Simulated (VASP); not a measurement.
# ZnSe (m.bB) (F-43m) in VASP: notebook

Runs on ZnSe (m.bB). Level: PBE. Tasks: single point.

All numbers are computed with VASP 6.6.1; they aren't measurements. Logs are shortened: lines on timing, memory, paths and dates and some standing lists are left out, and cuts for length are marked.

**1. The cell of the first run**

The structure is cubic, space group F-43m (No. 216). The conventional cell has a = 5.733 Å, b = 5.733 Å, c = 5.733 Å, α = 90.00°, β = 90.00°, γ = 90.00°. Within 3.3 Å of Zn (site symmetry -43m) lie 4 Se at 2.48 Å. Within 3.3 Å of Se (site symmetry -43m) lie 4 Zn at 2.48 Å.

**2. Single point, PBE**

INCAR reads:

```
ALGO = Normal
EDIFF = 1E-6
ENCUT = 500
GGA = PE
GGA_COMPAT = False
ISIF = 2
ISMEAR = 0
LASPH = True
LCHARG = False
LREAL = False
LWAVE = False
NBANDS = 16
NELM = 120
PREC = Accurate
SIGMA = 0.02
```

KPOINTS reads:

```
k-points
0
Gamma
  8 8 8
```

POSCAR reads:

```
ZnSe
1.0
    0.0000000000      2.8664716563      2.8664716563
    2.8664716563      0.0000000000      2.8664716563
    2.8664716563      2.8664716563      0.0000000000
Zn Se
1 1
Direct
    0.0000000000      0.0000000000      0.0000000000
    0.2500000000      0.2500000000      0.2500000000
```

Potentials or basis: VASP PAW PBE potentials, release 64 (Zn, Se).

The run is started by

```
> cat potpaw_PBE.64/Zn/POTCAR potpaw_PBE.64/Se/POTCAR > POTCAR
> mpirun -np 1 vasp_std > vasp.out
```

OUTCAR:

```text
EDIFF = 1E-6
   ENCUT = 500
   GGA = PE
   ISIF = 2
   ISMEAR = 0
   LASPH = True
   LREAL = False
   NELM = 120
   PREC = Accurate

 ion  position               nearest neighbor table
   1  0.000  0.000  0.000-   2 2.48   2 2.48   2 2.48   2 2.48
   2  0.250  0.250  0.250-   1 2.48   1 2.48   1 2.48   1 2.48

  LATTYP: Found a face centered cubic cell.
 ALAT       =     5.7329433126

  Lattice vectors:

 A1 = (   0.0000000000,   2.8664716563,   2.8664716563)
 A2 = (   2.8664716563,   0.0000000000,   2.8664716563)
 A3 = (   2.8664716563,   2.8664716563,   0.0000000000)

Analysis of symmetry for initial positions (statically):
=====================================================================
 Subroutine PRICEL returns:
 Original cell was already a primitive cell.

 Routine SETGRP: Setting up the symmetry group for a
 face centered cubic supercell.

 Subroutine GETGRP returns: Found 24 space group operations
 (whereof 24 operations were pure point group operations)
 out of a pool of 48 trial point group operations.

The static configuration has the point symmetry T_d .

Analysis of symmetry for dynamics (positions and initial velocities):
=====================================================================
 Subroutine PRICEL returns:
 Original cell was already a primitive cell.

 Routine SETGRP: Setting up the symmetry group for a
 face centered cubic supercell.

 Subroutine GETGRP returns: Found 24 space group operations
 (whereof 24 operations were pure point group operations)
 out of a pool of 48 trial point group operations.

The dynamic configuration has the point symmetry T_d .

 Subroutine INISYM returns: Found 24 space group operations
 (whereof 24 operations are pure point group operations),
 and found     1 'primitive' translations

----------------------------------------------------------------------------------------

                                     Primitive cell

  volume of cell :      47.1056

  direct lattice vectors                    reciprocal lattice vectors
     0.000000000  2.866471656  2.866471656    -0.174430471  0.174430471  0.174430471
     2.866471656  0.000000000  2.866471656     0.174430471 -0.174430471  0.174430471
     2.866471656  2.866471656  0.000000000     0.174430471  0.174430471 -0.174430471

  length of vectors
     4.053803092  4.053803092  4.053803092     0.302122437  0.302122437  0.302122437

  position of ions in fractional coordinates (direct lattice)
     0.000000000  0.000000000  0.000000000
[... 73 lines left out ...]
   LNONCOLLINEAR =      F non collinear calculations
   LSORBIT =      F    spin-orbit coupling
   LASPH  =      T    aspherical Exc in radial PAW
   ENCUT  =  500.0 eV  36.75 Ry    6.06 a.u.   7.39  7.39  7.39*2*pi/ulx,y,z
   NELM   =    120;   NELMIN=  2; NELMDL= -5     # of ELM steps
   EDIFF  = 0.1E-05   stopping-criterion for ELM
   LREAL  =      F    real-space projection
   EDIFFG = 0.1E-04   stopping-criterion for IOM
   NSW    =      0    number of steps for IOM
   IBRION =     -1    ionic relax: 0-MD 1-quasi-New 2-CG
   NFREE  =      0    steps in history (QN), initial steepest desc. (CG)
   ISIF   =      2    stress and relaxation
   ISYM   =      2    0-nonsym 1-usesym 2-fastsym
   POTIM  = 0.5000    time-step for ionic-motion
   TEBEG  =    0.0;   TEEND  =   0.0 temperature during run
   PSTRESS=    0.0 pullay stress
   NELECT =      18.0000    total number of electrons
   NUPDOWN=      -1.0000    fix difference up-down
   EMIN   =  10.00;   EMAX   =-10.00  energy-range for DOS
   EFERMI =   0.00;   METHOD = LEGACY
   ISMEAR =     0;   SIGMA  =   0.02  broadening in eV -4-tet -1-fermi 0-gaus
   EFERMI_NEDOS =   21; number of points for ismear=-14 and -15
   IALGO  =     38    algorithm
   IMIX   =      4    mixing-type and parameters
     AMIX     =   0.40;   BMIX     =  1.00
     AMIX_MAG =   1.60;   BMIX_MAG =  1.00
  volume/ion in A,a.u.               =      23.55       158.94
  Fermi-wavevector in a.u.,A,eV,Ry     =   1.187977  2.244951 19.201756  1.411289
  Thomas-Fermi vector in A             =   2.324117
   LORBIT       =      0    0 simple, 1 ext, 2 COOP (PROOUT), +10 PAW based schemes
   GGA     = PE    functional components
   LHFCALC =     F    Hartree Fock is set to
   AEXX    =    0.0000 exact exchange contribution
   IVDW    =     0    specifies the selected vdW correction
   LEPSILON=     F    determine dielectric tensor
   LRPA    =     F    only Hartree local field effects (RPA)
 non-spin polarized calculation
 Gauss-broadening in eV      SIGMA  =   0.02
  energy-cutoff  :      500.00
  volume of cell :       47.11
 maximum number of plane-waves:      1243
 NGX is ok and might be reduce to    30
   NGX = 15   NGY = 15   NGZ = 15

 number of electron      18.0000017 magnetization

 Free energy of the ion-electron system (eV)
  ---------------------------------------------------
  ext. energy  EPLUGINS =         0.00000000
  ---------------------------------------------------
  free energy    TOTEN  =        -6.03233423 eV

  energy without entropy =       -6.03233423  energy(sigma->0) =       -6.03233423

 E-fermi :   1.4100     XC(G=0):  -9.1655

 val. band max:        1.3243261289   @ k =   0.0000   0.0000   0.0000
 cond. band min:       2.4776102552   @ k =   0.0000   0.0000   0.0000
 fundamental gap:      1.1532841262
 Fermi energy:         1.4099842660

 k-point     1 :       0.0000    0.0000    0.0000
  band No.  band energies     occupation
      1     -11.7202      2.00000
      2      -5.1026      2.00000
      3      -5.1026      2.00000
      4      -5.1026      2.00000
      5      -4.7633      2.00000
      6      -4.7633      2.00000
[... 433 lines left out ...]
      3      -4.9723      2.00000
      4      -4.7902      2.00000
      5      -4.7563      2.00000
      6      -4.5698      2.00000
[... 8 lines left out ...]
     15      13.9454      0.00000
     16      14.7362      0.00000

 [... further k-points ...]
[... 5 lines left out ...]
  --------------------------------------------------------------------------------------
  -------------------------------------------------------------------------------------
  Total        0.0593168      0.0593168      0.0593168      0.0000000      0.0000000      0.0000000
  in kB        2.0175085      2.0175085      2.0175085      0.0000000      0.0000000      0.0000000
  external PRESSURE =       2.0175085 kB  Pullay stress =       0.0000000 kB

 VOLUME and BASIS-vectors are now :
 -----------------------------------------------------------------------------
  energy-cutoff  :      500.00
  volume of cell :       47.11
      direct lattice vectors                 reciprocal lattice vectors
     0.000000000  2.866471656  2.866471656    -0.174430471  0.174430471  0.174430471
     2.866471656  0.000000000  2.866471656     0.174430471 -0.174430471  0.174430471
     2.866471656  2.866471656  0.000000000     0.174430471  0.174430471 -0.174430471

 POSITION                                       TOTAL-FORCE (eV/Angst)
 -----------------------------------------------------------------------------------
      0.00000      0.00000      0.00000        -0.000000     -0.000000     -0.000000
      1.43324      1.43324      1.43324         0.000000      0.000000      0.000000
 -----------------------------------------------------------------------------------
    total drift:                               -0.000000     -0.000000     -0.000001

  FREE ENERGIE OF THE ION-ELECTRON SYSTEM (eV)
  ---------------------------------------------------
  free  energy   TOTEN  =        -6.0323342317 eV

  energy  without entropy=       -6.0323342317  energy(sigma->0) =       -6.03233423
```

It took 27 s on 1 thread of AMD EPYC 7R13, shared host; peak memory 0.15 GiB.

What came out:

```yaml
Free_energy: -6.0323 eV
Pressure: 0.2 GPa
Band_gap_on_the_k_mesh: 1.15 eV, direct
```

Levels at points of the mesh, in eV from the valence-band top:
| k point | band 6 | band 7 | band 8 | band 9 | band 10 | band 11 | band 12 | band 13 |
| --- | --- | --- | --- | --- | --- | --- | --- | --- |
| (0.00, 0.00, 0.00) | -6.09 | 0.00 | 0.00 | 0.00 | 1.15 | 5.81 | 5.81 | 5.81 |
| (0.50, 0.00, 0.00) | -5.94 | -5.01 | -0.82 | -0.82 | 2.48 | 6.38 | 6.38 | 8.48 |
| (0.50, 0.50, 0.00) | -5.92 | -4.60 | -2.06 | -2.06 | 3.06 | 3.46 | 10.49 | 11.01 |

**3. Single point, PBE**

INCAR reads:

```
SYSTEM = ZnSe
PREC = Accurate
ENCUT = 500
EDIFF = 1E-6
ISMEAR = 0
SIGMA = 0.02
LREAL = .FALSE.
LASPH = .TRUE.
NELM = 120
ALGO = Normal
ISIF = 2
LWAVE = .FALSE.
LCHARG = .FALSE.
GGA = PE
NBANDS = 16
GGA_COMPAT = .FALSE.
```

KPOINTS reads:

```
Automatic mesh
0
G
  8 8 8
  0 0 0
```

POSCAR reads:

```
ZnSe
1.0
    0.0000000000      2.8664716549      2.8664716549
    2.8664716549      0.0000000000      2.8664716549
    2.8664716549      2.8664716549      0.0000000000
Zn Se
1 1
Direct
    0.0000000000      0.0000000000      0.0000000000
    0.2500000000      0.2500000000      0.2500000000
```

Potentials or basis: VASP PAW PBE potentials, release 64 (Zn, Se).

The run is started by

```
> cat potpaw_PBE.64/Zn/POTCAR potpaw_PBE.64/Se/POTCAR > POTCAR
> mpirun -np 1 vasp_std > vasp.out
```

Run time: 19 s. Hardware: 1 thread of Intel Xeon Platinum 8488C (Sapphire Rapids), shared host; peak memory 0.17 GiB.

It converged, with:

| Property | Result |
| --- | --- |
| Free energy | -6.0323 eV |
| Pressure | 0.2 GPa |
| Band gap on the k mesh | 1.15 eV, direct |

Levels at points of the mesh, in eV from the valence-band top:
| k point | band 5 | band 6 | band 7 | band 8 | band 9 | band 10 | band 11 | band 12 | band 13 | band 14 |
| --- | --- | --- | --- | --- | --- | --- | --- | --- | --- | --- |
| (0.00, 0.00, 0.00) | -6.09 | -6.09 | 0.00 | 0.00 | 0.00 | 1.15 | 5.81 | 5.81 | 5.81 | 9.80 |
| (0.50, 0.00, 0.00) | -6.07 | -5.94 | -5.01 | -0.82 | -0.82 | 2.48 | 6.38 | 6.38 | 8.48 | 10.81 |
| (0.50, 0.50, 0.00) | -6.04 | -5.92 | -4.60 | -2.06 | -2.06 | 3.06 | 3.46 | 10.49 | 11.01 | 11.01 |

As with any semilocal functional, this PBE gap is likely too small.

**4. Single point, PBE**

INCAR reads:

```
ALGO = Normal
EDIFF = 1E-6
ENCUT = 500
GGA = PE
GGA_COMPAT = False
ISIF = 2
ISMEAR = 0
LASPH = True
LCHARG = False
LREAL = False
LWAVE = False
NBANDS = 16
NELM = 120
PREC = Accurate
SIGMA = 0.02
```

KPOINTS reads:

```
k-points
0
Gamma
  8 8 8
```

POSCAR is that of step 3.

The run is started by

```
> cat potpaw_PBE.64/Zn/POTCAR potpaw_PBE.64/Se/POTCAR > POTCAR
> mpirun -np 1 vasp_std > vasp.out
```

It took 20 s on 1 thread of Intel Xeon Platinum 8488C (Sapphire Rapids), shared host; peak memory 0.17 GiB.

Results (log left out):

* Free energy: -6.0323 eV
* Pressure: 0.2 GPa
* Band gap on the k mesh: 1.15 eV, direct

Levels at points of the mesh, in eV from the valence-band top:
| k point | band 7 | band 8 | band 9 | band 10 | band 11 | band 12 |
| --- | --- | --- | --- | --- | --- | --- |
| (0.00, 0.00, 0.00) | 0.00 | 0.00 | 0.00 | 1.15 | 5.81 | 5.81 |
| (0.50, 0.00, 0.00) | -5.01 | -0.82 | -0.82 | 2.48 | 6.38 | 6.38 |
| (0.50, 0.50, 0.00) | -4.60 | -2.06 | -2.06 | 3.06 | 3.46 | 10.49 |
